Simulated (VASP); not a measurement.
Write the native input for VASP 6.6.1 that does the following.

```
Task                   : single point
Functional             : r2SCAN
Dispersion             : D4
Potentials or basis    : VASP PAW PBE potentials, release 64 (Ca_sv, O)
Cutoff                 : 520 eV
k mesh                 : 6 × 6 × 6
Occupations            : gaussian, width 0.01 eV
Spin                   : no spin polarisation
Dipole correction      : no
Further INCAR settings : ALGO = Normal; EDIFF = 1e-07; NBANDS = 15
```

The system is CaO.

```
Ca O
1.0
     0.00000    2.39755    2.39755
     2.39755    0.00000    2.39755
     2.39755    2.39755    0.00000
Ca O
1 1
Cartesian
  0.0000 0.0000 0.0000
  2.3976 2.3976 2.3976
```

One way to write it, as run:

POSCAR

```
CaO
1.0
    0.0000000000      2.3975501188      2.3975501188
    2.3975501188      0.0000000000      2.3975501188
    2.3975501188      2.3975501188      0.0000000000
Ca O
1 1
Direct
    0.0000000000      0.0000000000      0.0000000000
    0.5000000000      0.5000000000      0.5000000000
```

INCAR.step1

```
SYSTEM = CaO
ALGO = Normal
EDIFF = 1E-4
ENCUT = 520
GGA = PE
ISMEAR = 0
LASPH = .True.
LCHARG = .False.
LREAL = .False.
LWAVE = .True.
NBANDS = 15
NELM = 80
PREC = Accurate
SIGMA = 0.01
```

INCAR.step2

```
SYSTEM = CaO
ALGO = Normal
EDIFF = 1E-7
ENCUT = 520
ISIF = 2
ISMEAR = 0
ISTART = 1
IVDW = 13
LASPH = .True.
LCHARG = .False.
LMIXTAU = .True.
LREAL = .False.
LWAVE = .False.
METAGGA = R2SCAN
NBANDS = 15
NELM = 80
PREC = Accurate
SIGMA = 0.01
VDW_A1 = 0.51559235
VDW_A2 = 5.77342911
VDW_S6 = 1.0
VDW_S8 = 0.6018749
```

KPOINTS

```
k-points
0
Gamma
  6 6 6
  0 0 0
```

Potentials or basis: VASP PAW PBE potentials, release 64 (Ca_sv, O).

Run with:

```console
$ cat potpaw_PBE.64/Ca_sv/POTCAR potpaw_PBE.64/O/POTCAR > POTCAR
$ cp INCAR.step1 INCAR
$ mpirun -np 1 vasp_std > vasp.out
$ cp INCAR.step2 INCAR
$ mpirun -np 1 vasp_std > vasp.out
```

It gave:

* Pressure: 0.3 GPa
* Band gap on the k mesh: 4.19 eV, indirect (least direct gap 4.56 eV)
* Dispersion energy per atom: -0.062 eV

Caveat: the PAW data sets were made with another functional, which shifts forces and pressure a little.

Run time: 44 s on 1 thread of AMD EPYC 7R13 Processor (Zen 3) (shared host), peak memory 0.13 GiB.
